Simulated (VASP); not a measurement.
**CuI2 (fluorite type): single point with PBE**

Crystal: CuI2 (fluorite type).

```xyz
3
Lattice="0.0000 3.5860 3.5860 3.5860 0.0000 3.5860 3.5860 3.5860 0.0000" Properties=species:S:1:pos:R:3 pbc="T T T"
Cu    0.0000    0.0000    0.0000
I     1.7930    1.7930    1.7930
I     5.3790    5.3790    5.3790
```

* Program: VASP 6.6.1
* Task: single point
* Functional: PBE
* Potentials or basis: VASP PAW PBE potentials, release 64 (Cu, I)
* Cutoff: 520 eV
* k mesh: 12 × 12 × 12
* Occupations: fermi-dirac, width 0.03 eV
* Spin: no spin polarisation
* Dipole correction: no
* k mesh for the DOS: 18 × 18 × 18
* Occupations for the DOS: tetrahedron
* Further INCAR settings: ALGO = Normal; EDIFF = 1e-07

The valence electrons inside the program's atomic spheres are Cu 9.68; I 4.23.

Levels at points of the mesh, in eV from the Fermi level:
```tsv
k point	band 9	band 10	band 11	band 12	band 13	band 14	band 15	band 16
(0.00, 0.00, 0.00)	-0.92	-0.92	-0.88	-0.88	-0.88	1.00	3.53	3.53
(0.50, 0.00, 0.00)	-1.57	-1.57	-1.45	-0.75	-0.75	3.03	5.90	5.90
(0.50, 0.50, 0.00)	-1.54	-1.46	0.26	0.26	0.37	1.31	5.14	7.14
```

Run time: 8.6 min on 1 thread of Intel(R) Xeon(R) Platinum 8375C CPU @ 2.90GHz (Ice Lake), on a shared host, peak memory 0.46 GiB.

Caveat: spin-orbit coupling is left out, which moves the levels of the heavy elements; an odd number of electrons without spin polarisation forces a metal; a magnetic or distorted state may lie lower.
